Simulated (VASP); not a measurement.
# RbSrBr3 (Pm-3m) in VASP: a series of runs, part 2 of 2

VASP 6.6.1. Earlier steps stand in the parts before.

**3. Single point, PBE (strain +5.0%)**

Contents of INCAR:

```
SYSTEM = RbSrBr3
PREC     = Accurate       ! precision mode
ENCUT    = 520            ! plane-wave cutoff, eV
EDIFF    = 1E-7           ! SCF threshold, eV
ISMEAR   = -1             ! smearing method
SIGMA    = 0.02           ! smearing width, eV
LREAL    = .FALSE.        ! projectors in reciprocal space
LASPH    = .TRUE.         ! aspherical terms in the spheres
NELM     = 100            ! most SCF steps
ALGO     = Normal         ! electronic algorithm
ISIF     = 2              ! what is computed and relaxed
LWAVE    = .FALSE.        ! write WAVECAR
LCHARG   = .FALSE.        ! write CHGCAR
GGA      = PE             ! functional
NBANDS   = 28             ! bands
```

Contents of KPOINTS:

```
regular mesh
0
G
  4 4 4
  0 0 0
```

Contents of POSCAR:

```
RbSrBr3
1.0
    6.2433788757      0.0000000000      0.0000000000
    0.0000000000      6.2433788757      0.0000000000
    0.0000000000      0.0000000000      6.2433788757
Rb Sr Br
1 1 3
Direct
    0.0000000000      0.0000000000      0.0000000000
    0.5000000000      0.5000000000      0.5000000000
    0.5000000000      0.5000000000      0.0000000000
    0.5000000000      0.0000000000      0.5000000000
    0.0000000000      0.5000000000      0.5000000000
```

Potentials or basis: VASP PAW PBE potentials, release 64 (Rb_sv, Sr_sv, Br).

On the command line:

```
cat potpaw_PBE.64/Rb_sv/POTCAR potpaw_PBE.64/Sr_sv/POTCAR potpaw_PBE.64/Br/POTCAR > POTCAR
mpirun -np 1 vasp_std > vasp.out
```

OUTCAR:

```text
SYSTEM = RbSrBr3
   PREC = Accurate
   ENCUT = 520
   EDIFF = 1E-7
   ISMEAR = -1
   LREAL = .FALSE.
   LASPH = .TRUE.
   NELM = 100
   ISIF = 2
   GGA = PE

 ion  position               nearest neighbor table
   1  0.000  0.000  0.000-   2 5.41   2 5.41   2 5.41   2 5.41   2 5.41   2 5.41   2 5.41   2 5.41

   2  0.500  0.500  0.500-   3 3.12   4 3.12   5 3.12   3 3.12   4 3.12   5 3.12   1 5.41   1 5.41
                             1 5.41   1 5.41   1 5.41   1 5.41   1 5.41   1 5.41
   3  0.500  0.500  0.000-   2 3.12   2 3.12
   4  0.500  0.000  0.500-   2 3.12   2 3.12
   5  0.000  0.500  0.500-   2 3.12   2 3.12

  LATTYP: Found a simple cubic cell.
 ALAT       =     6.2433788757

  Lattice vectors:

 A1 = (   6.2433788757,   0.0000000000,   0.0000000000)
 A2 = (   0.0000000000,   6.2433788757,   0.0000000000)
 A3 = (   0.0000000000,   0.0000000000,   6.2433788757)

Analysis of symmetry for initial positions (statically):
=====================================================================
 Subroutine PRICEL returns:
 Original cell was already a primitive cell.

 Routine SETGRP: Setting up the symmetry group for a
[... 161 lines left out ...]
 val. band max:       -1.9948139104   @ k =   0.5000   0.5000   0.5000
 cond. band min:       1.6818975440   @ k =   0.0000   0.0000   0.0000
 fundamental gap:      3.6767114544
 Fermi energy:        -1.4612719810

 k-point     1 :       0.0000    0.0000    0.0000
  band No.  band energies     occupation
      1     -35.5832      2.00000
      2     -27.8351      2.00000
      3     -17.5853      2.00000
      4     -17.5853      2.00000
      5     -17.5853      2.00000
      6     -14.5392      2.00000
[... 299 lines left out ...]
     27       4.9893      0.00000
     28       6.2553      0.00000

------------------------ aborting loop because EDIFF is reached ----------------------------------------

  FORCE on cell =-STRESS in cart. coord.  units (eV):
  Direction    XX          YY          ZZ          XY          YZ          ZX
  --------------------------------------------------------------------------------------
  -------------------------------------------------------------------------------------
  Total       -2.2786764     -2.2786764     -2.2786764      0.0000000      0.0000000     -0.0000000
  in kB      -15.0014819    -15.0014819    -15.0014819      0.0000000      0.0000000     -0.0000000
  external PRESSURE =     -15.0014819 kB  Pullay stress =       0.0000000 kB

 VOLUME and BASIS-vectors are now :
 -----------------------------------------------------------------------------
  energy-cutoff  :      520.00
  volume of cell :      243.37
      direct lattice vectors                 reciprocal lattice vectors
     6.243378876  0.000000000  0.000000000     0.160169681  0.000000000  0.000000000
     0.000000000  6.243378876  0.000000000     0.000000000  0.160169681  0.000000000
     0.000000000  0.000000000  6.243378876     0.000000000  0.000000000  0.160169681

 POSITION                                       TOTAL-FORCE (eV/Angst)
 -----------------------------------------------------------------------------------
      0.00000      0.00000      0.00000         0.000000      0.000000      0.000000
      3.12169      3.12169      3.12169         0.000000      0.000000      0.000000
      3.12169      3.12169      0.00000         0.000000      0.000000      0.000000
      3.12169      0.00000      3.12169         0.000000      0.000000      0.000000
      0.00000      3.12169      3.12169         0.000000      0.000000      0.000000
 -----------------------------------------------------------------------------------
    total drift:                                0.000000     -0.000000     -0.000000

  FREE ENERGIE OF THE ION-ELECTRON SYSTEM (eV)
  ---------------------------------------------------
  free  energy   TOTEN  =       -17.1517342794 eV

  energy  without entropy=      -17.1517342794  energy(sigma->0) =      -17.15173428
```

OSZICAR:

```text
N       E                     dE             d eps       ncg     rms          rms(c)
DAV:   1     0.277480579960E+03    0.27748E+03   -0.16604E+04   560   0.119E+03
DAV:   2     0.106366221994E+02   -0.26684E+03   -0.26031E+03   692   0.233E+02
DAV:   3    -0.170263063873E+02   -0.27663E+02   -0.27595E+02   832   0.739E+01
DAV:   4    -0.177539296040E+02   -0.72762E+00   -0.72572E+00   916   0.116E+01
DAV:   5    -0.177763072453E+02   -0.22378E-01   -0.22375E-01   772   0.116E+00    0.124E+01
DAV:   6    -0.172406332298E+02    0.53567E+00   -0.95899E-01   680   0.343E+00    0.778E+00
DAV:   7    -0.171615847078E+02    0.79049E-01   -0.77615E-01   776   0.337E+00    0.157E+00
DAV:   8    -0.171528319694E+02    0.87527E-02   -0.90716E-02   716   0.117E+00    0.378E-01
DAV:   9    -0.171522854162E+02    0.54655E-03   -0.42723E-03   760   0.291E-01    0.145E-01
DAV:  10    -0.171517087777E+02    0.57664E-03   -0.43512E-03   708   0.301E-01    0.949E-02
DAV:  11    -0.171517125585E+02   -0.37807E-05   -0.53442E-04   836   0.851E-02    0.468E-02
DAV:  12    -0.171517307056E+02   -0.18147E-04   -0.28124E-05   760   0.278E-02    0.899E-03
DAV:  13    -0.171517333165E+02   -0.26109E-05   -0.56266E-06   816   0.952E-03    0.564E-03
DAV:  14    -0.171517339755E+02   -0.65901E-06   -0.90525E-07   792   0.416E-03    0.147E-03
DAV:  15    -0.171517342346E+02   -0.25912E-06   -0.13090E-07   648   0.180E-03    0.536E-04
DAV:  16    -0.171517342794E+02   -0.44807E-07   -0.11089E-08   420   0.575E-04
   1 F= -.17151734E+02 E0= -.17151734E+02  d E =-.468407E-12
```

Run time: 2 min. Hardware: 1 thread of Intel Xeon 8259CL, shared host; peak memory 0.35 GiB.

What came out:

| Item | Value |
| --- | --- |
| Free energy | -17.1517 eV |
| Pressure | -1.5 GPa |
| Band gap on the k mesh | 3.68 eV (least direct gap 3.92 eV) |

Caveat: the cell differs from its parent crystal (strain +5.0%).

**4. Single point, r2SCAN**

POSCAR, as its differences from that of step 3:

```diff
@@ -2,5 +2,5 @@
 1.0
-    6.2433788757      0.0000000000      0.0000000000
-    0.0000000000      6.2433788757      0.0000000000
-    0.0000000000      0.0000000000      6.2433788757
+    5.9460751198      0.0000000000      0.0000000000
+    0.0000000000      5.9460751198      0.0000000000
+    0.0000000000      0.0000000000      5.9460751198
 Rb Sr Br
```

Contents of INCAR.step1:

```
PREC = Accurate
ENCUT = 520
ISMEAR = 0
SIGMA = 0.01
LREAL = False
LASPH = True
NELM = 100
NBANDS = 28
GGA = PE
ALGO = Normal
EDIFF = 1E-4
LWAVE = True
LCHARG = False
```

Contents of INCAR.step2:

```
PREC = Accurate
ENCUT = 520
EDIFF = 1E-6
ISMEAR = 0
SIGMA = 0.01
LREAL = False
LASPH = True
NELM = 100
ALGO = Normal
ISIF = 2
LWAVE = False
LCHARG = False
METAGGA = R2SCAN
LMIXTAU = True
NBANDS = 28
ISTART = 1
```

Contents of KPOINTS:

```
Automatic mesh
0
Gamma
  4 4 4
```

On the command line:

```
cat potpaw_PBE.64/Rb_sv/POTCAR potpaw_PBE.64/Sr_sv/POTCAR potpaw_PBE.64/Br/POTCAR > POTCAR
cp INCAR.step1 INCAR
mpirun -np 1 vasp_std > vasp.out
cp INCAR.step2 INCAR
mpirun -np 1 vasp_std > vasp.out
```

Wall time 5.2 min (1 thread of Intel Xeon 8259CL, shared host); peak memory 0.39 GiB.

Results (log left out):

| Quantity | Value |
| --- | --- |
| Free energy | -79.7972 eV |
| Pressure | 0.1 GPa |
| Band gap on the k mesh | 4.60 eV (least direct gap 4.84 eV) |

Levels at points of the mesh, in eV from the valence-band top:
```tsv
k point	band 16	band 17	band 18	band 19	band 20	band 21	band 22	band 23	band 24	band 25
(0.00, 0.00, 0.00)	-0.46	-0.46	-0.24	-0.24	-0.24	4.60	5.80	5.80	5.80	6.70
(0.50, 0.00, 0.00)	-0.73	-0.73	-0.57	-0.33	-0.33	6.00	6.31	6.36	7.06	7.06
(0.50, 0.50, 0.00)	-0.75	-0.75	-0.70	-0.70	-0.01	7.10	7.14	7.14	7.37	7.70
(0.50, 0.50, 0.50)	-1.33	-1.33	0.00	0.00	0.00	6.14	7.02	7.02	7.02	8.28
```

Caveat: the PAW data sets were made with another functional, which shifts forces and pressure a little.

**5. Single point, r2SCAN (strain +5.0%)**

POSCAR, as its differences from that of step 4:

```diff
@@ -2,5 +2,5 @@
 1.0
-    5.9460751198      0.0000000000      0.0000000000
-    0.0000000000      5.9460751198      0.0000000000
-    0.0000000000      0.0000000000      5.9460751198
+    6.2433788757      0.0000000000      0.0000000000
+    0.0000000000      6.2433788757      0.0000000000
+    0.0000000000      0.0000000000      6.2433788757
 Rb Sr Br
```

Contents of INCAR.step1:

```
ALGO = Normal
EDIFF = 1E-4
ENCUT = 520
GGA = PE
ISMEAR = 0
LASPH = T
LCHARG = F
LREAL = F
LWAVE = T
NBANDS = 28
NELM = 100
PREC = Accurate
SIGMA = 0.01
```

Contents of INCAR.step2:

```
ALGO = Normal
EDIFF = 1E-6
ENCUT = 520
ISIF = 2
ISMEAR = 0
ISTART = 1
LASPH = T
LCHARG = F
LMIXTAU = T
LREAL = F
LWAVE = F
METAGGA = R2SCAN
NBANDS = 28
NELM = 100
PREC = Accurate
SIGMA = 0.01
```

Contents of KPOINTS:

```
k-points
0
Gamma
  4 4 4
```

On the command line:

```
cat potpaw_PBE.64/Rb_sv/POTCAR potpaw_PBE.64/Sr_sv/POTCAR potpaw_PBE.64/Br/POTCAR > POTCAR
cp INCAR.step1 INCAR
mpirun -np 1 vasp_std > vasp.out
cp INCAR.step2 INCAR
mpirun -np 1 vasp_std > vasp.out
```

Run time: 4.4 min. Hardware: 1 thread of Intel Xeon 8259CL, shared host; peak memory 0.4 GiB.

It converged, with:

* Free energy: -79.5759 eV
* Pressure: -1.9 GPa
* Band gap on the k mesh: 4.37 eV (least direct gap 4.61 eV)

Levels at points of the mesh, in eV from the valence-band top:
```tsv
k point	band 16	band 17	band 18	band 19	band 20	band 21	band 22	band 23	band 24	band 25
(0.00, 0.00, 0.00)	-0.35	-0.35	-0.25	-0.25	-0.25	4.37	5.79	5.79	5.79	6.67
(0.50, 0.00, 0.00)	-0.55	-0.55	-0.42	-0.29	-0.29	5.88	5.93	5.94	6.72	6.72
(0.50, 0.50, 0.00)	-0.56	-0.56	-0.54	-0.54	-0.01	6.63	6.76	6.79	6.79	7.22
(0.50, 0.50, 0.50)	-1.07	-1.07	0.00	0.00	0.00	6.00	6.81	6.81	6.81	7.64
```

Caveat: the cell differs from its parent crystal (strain +5.0%); the PAW data sets were made with another functional, which shifts forces and pressure a little. A k mesh can miss the band edges.

**6. Summary**

| level | cell | smearing | gap on the mesh (eV) | pressure (GPa) |
| --- | --- | --- | --- | --- |
| PBE | a = 5.946 Å, 5 atoms | fermi-dirac 0.02 eV | 3.92 | 0.5 |
| PBE | a = 6.243 Å, 5 atoms | fermi-dirac 0.02 eV | 3.68 | -1.5 |
| r2SCAN | a = 5.946 Å, 5 atoms | gaussian 0.01 eV | 4.60 | 0.1 |
| r2SCAN | a = 6.243 Å, 5 atoms | gaussian 0.01 eV | 4.37 | -1.9 |

Alike in all rows: task single point; potentials or basis VASP PAW PBE potentials, release 64 (Rb_sv, Sr_sv, Br); no spin polarisation; k mesh 4 × 4 × 4; cutoff (eV) 520.

Caveats: the PAW data sets were made with another functional, which shifts forces and pressure a little (at least some runs).

Absolute energies hang on the potentials; compare differences alone.
